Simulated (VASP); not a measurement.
Crystal: P.

```
P
1.0
     3.49548    0.00000    0.00000
    -1.74774    3.02717    0.00000
     0.00000    0.00000    5.67334
P
2
Direct
  0.33333 0.66667 0.25000
  0.66667 0.33333 0.75000
```

```yaml
Program: VASP 6.6.1
Task: relaxation of cell and atoms
Functional: PBE
Potentials_or_basis: VASP PAW PBE potentials, release 64 (P)
Cutoff: 600 eV
k_mesh: 6 × 6 × 4
Occupations: gaussian, width 0.1 eV
Spin: no spin polarisation
```

At the start: pressure -16.0 GPa; volume 30.02 Å³/atom.

**Question.** How do energy, volume and symmetry change on relaxing?

**Answer.** Over 8 steps the energy falls by 1448.6 meV/atom and the volume is 14.60 Å³/atom (-51.3 %); space group P6_3/mmc (No. 194, to 0.05 Å).

Step by step:
```tsv
step	energy change (eV)	largest force (eV/Å)	pressure (GPa)	volume (Å³)
1	0.0000	0.0000	-15.96	60.03
2	-2.3884	0.0000	-14.78	37.61
3	-2.8589	0.0000	-4.33	30.66
4	-2.8790	0.0000	1.95	28.59
5	-2.8818	0.0000	0.18	29.13
6	-2.8816	0.0000	1.22	28.89
7	-2.8970	0.0000	0.51	29.02
8	-2.8972	0.0000	-0.13	29.21
```

Final structure:
```cif
data_structure
_symmetry_space_group_name_H-M 'P 1'
_symmetry_Int_Tables_number 1
_cell_length_a 2.7064
_cell_length_b 2.7064
_cell_length_c 4.6049
_cell_angle_alpha 90.000
_cell_angle_beta 90.000
_cell_angle_gamma 120.000
_cell_volume 29.21
loop_
_atom_site_label
_atom_site_type_symbol
_atom_site_fract_x
_atom_site_fract_y
_atom_site_fract_z
_atom_site_occupancy
P1 P 0.33333 0.66667 0.25000 1
P2 P 0.66667 0.33333 0.75000 1
```

Caveat: the volume moved by over 15 % at a fixed basis, so the end points are rough.
